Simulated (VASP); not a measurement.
Runs of VASP 6.6.1 on KBr. The structure is that of space group P6/mmm (No. 191), or close to it. The cells are those of the table. The cell was generated, and may not be a known phase.

```csv
task,cell,cutoff (eV),smearing,gap on the mesh (eV),pressure (GPa),relaxed volume (Å³/atom)
relaxation of cell and atoms,"relaxed from a = 7.924, b = 7.924, c = 6.039 Å, angles 90.0, 90.0, 120.0°, 2 atoms",600,gaussian 0.02 eV,4.07,0.0,230.51
single point,"a = 7.924, b = 7.924, c = 6.039 Å, angles 90.0, 90.0, 120.0°, 2 atoms",520,gaussian 0.02 eV,3.83,0.0,-
relaxation of cell and atoms,"relaxed from a = 4.085, b = 4.085, c = 5.931 Å, angles 90.0, 90.0, 120.0°, 2 atoms",600,gaussian 0.1 eV,3.49,0.0,116.49
relaxation of cell and atoms,"relaxed from a = 6.077, b = 6.077, c = 5.992 Å, angles 90.0, 90.0, 120.0°, 2 atoms",600,gaussian 0.02 eV,(a),0.0,171.25
single point,"a = 6.077, b = 6.077, c = 5.992 Å, angles 90.0, 90.0, 120.0°, 2 atoms",520,gaussian 0.1 eV,3.26,(b),-
single point,"a = 4.085, b = 4.085, c = 5.931 Å, angles 90.0, 90.0, 120.0°, 2 atoms",520,gaussian 0.1 eV,0.88,1.5,-
```

Alike in all rows: level PBE; potentials or basis VASP PAW PBE potentials, release 64 (K_sv, Br); no spin polarisation; k mesh 6 × 6 × 4.

**Question.** Estimate the missing entries.

**Answer.** (a) 3.86; (b) 0.1.

Caveats: the volume moved by over 15 % at a fixed basis, so the end points are rough (at least some runs); the relaxation moved the vacuum too, so the length across it says nothing of the material (at least some runs); the stress differs along the axes, from -2 to 3 GPa (at least some runs).

A k mesh can miss the band edges, and the runs leave out spin-orbit coupling on Br.
